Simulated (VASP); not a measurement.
A run of VASP 6.6.1 is set up as follows.

File INCAR:

```
SYSTEM = Ta4Ge
ALGO = Normal
EDIFF = 1E-6
ENCUT = 500
GGA = PE
GGA_COMPAT = .FALSE.
ISIF = 2
ISMEAR = 0
LASPH = .TRUE.
LCHARG = .FALSE.
LREAL = .FALSE.
LWAVE = .FALSE.
NBANDS = 37
NELM = 120
PREC = Accurate
SIGMA = 0.2
```

File KPOINTS:

```
k-points
0
G
  4 4 4
  0 0 0
```

The input POSCAR:

```
Ta4Ge
1.0
    4.8914839131      0.0000000000      0.0000000000
    0.0000000000      4.8914839131      0.0000000000
    0.0000000000      0.0000000000      4.8914839131
Ta Ge
4 1
Direct
    0.5000000000      0.5000000000      0.5000000000
    0.0000000000      0.5000000000      0.5000000000
    0.5000000000      0.0000000000      0.5000000000
    0.5000000000      0.5000000000      0.0000000000
    0.0000000000      0.0000000000      0.0000000000
```

Potentials or basis: VASP PAW PBE potentials, release 64 (Ta_pv, Ge_d).

Launch:

```bash
$ cat potpaw_PBE.64/Ta_pv/POTCAR potpaw_PBE.64/Ge_d/POTCAR > POTCAR
$ mpirun -np 1 vasp_std > vasp.out
```

Q: What does it give for the band gap on the k mesh?

A: Zero (band 29 reaches 4.56 eV, above the bottom of band 30 at 3.54 eV).

Q: Estimate the pressure.

A: 0.3 GPa.

Caveat: spin-orbit coupling is left out, which moves the levels of the heavy elements.
